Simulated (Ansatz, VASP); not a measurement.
**W: VASP beside Ansatz**

POSCAR

```
W
1.0
    0.0000000000      2.0567135898      2.0567135898
    2.0567135898      0.0000000000      2.0567135898
    2.0567135898      2.0567135898      0.0000000000
W
1
Direct
    0.0000000000      0.0000000000      0.0000000000
```

The input INCAR.step1:

```
PREC     = Accurate       # precision mode
ENCUT    = 520            # plane-wave cutoff, eV
ISMEAR   = 1              # smearing method
SIGMA    = 0.1            # smearing width, eV
LREAL    = False          # projectors in reciprocal space
LASPH    = True           # aspherical terms in the spheres
NELM     = 80             # most SCF steps
NBANDS   = 13             # bands
GGA      = PE             # functional
ALGO     = Normal         # electronic algorithm
EDIFF    = 1E-4           # SCF threshold, eV
LWAVE    = True           # write WAVECAR
LCHARG   = False          # write CHGCAR
```

INCAR.step2

```
PREC     = Accurate       # precision mode
ENCUT    = 520            # plane-wave cutoff, eV
EDIFF    = 1E-7           # SCF threshold, eV
ISMEAR   = 1              # smearing method
SIGMA    = 0.1            # smearing width, eV
LREAL    = False          # projectors in reciprocal space
LASPH    = True           # aspherical terms in the spheres
NELM     = 80             # most SCF steps
ALGO     = Normal         # electronic algorithm
ISIF     = 2              # what is computed and relaxed
LWAVE    = False          # write WAVECAR
LCHARG   = False          # write CHGCAR
METAGGA  = R2SCAN         # meta-GGA
LMIXTAU  = True         
NBANDS   = 13             # bands
ISTART   = 1
```

File KPOINTS:

```
Automatic mesh
0
Gamma
  10 10 10
```

Input for Ansatz:

```yaml
crystal:
  lattice:
    - [0.0, 2.0567135897549598, 2.0567135897549598]
    - [2.0567135897549598, 0.0, 2.0567135897549598]
    - [2.0567135897549598, 2.0567135897549598, 0.0]
  atoms:
    - { symbol: W, position: [0.0, 0.0, 0.0] }
basis:
  ecutwfc: 612.25619053473
kpoints:
  mp_grid:
    grid: [10, 10, 10]
hamiltonian:
  xc: r2scan
scf:
  occupations:
    method: cold
output:
  stress: true
```

Alike in both runs: task single point; functional r2SCAN; k mesh 10 × 10 × 10; no spin polarisation.

|  | VASP | Ansatz |
| --- | --- | --- |
| version | VASP 6.6.1 | Ansatz 0.2.0 |
| potentials or method | VASP PAW PBE potentials, release 64 (W_sv), cutoff 520 eV | plane waves, PAW |
| occupations | methfessel-paxton of order 1, width 0.1 eV | cold |
| valence electrons in the cell | 14 | 14 |

Ansatz gave:

| Item | Value |
| --- | --- |
| pressure (GPa) | -17.9 |

Q: Estimate VASP's values.

A: Pressure (GPa): -17.2.

VASP's potentials were made for PBE, not for r2SCAN.

Spin-orbit coupling is off throughout.
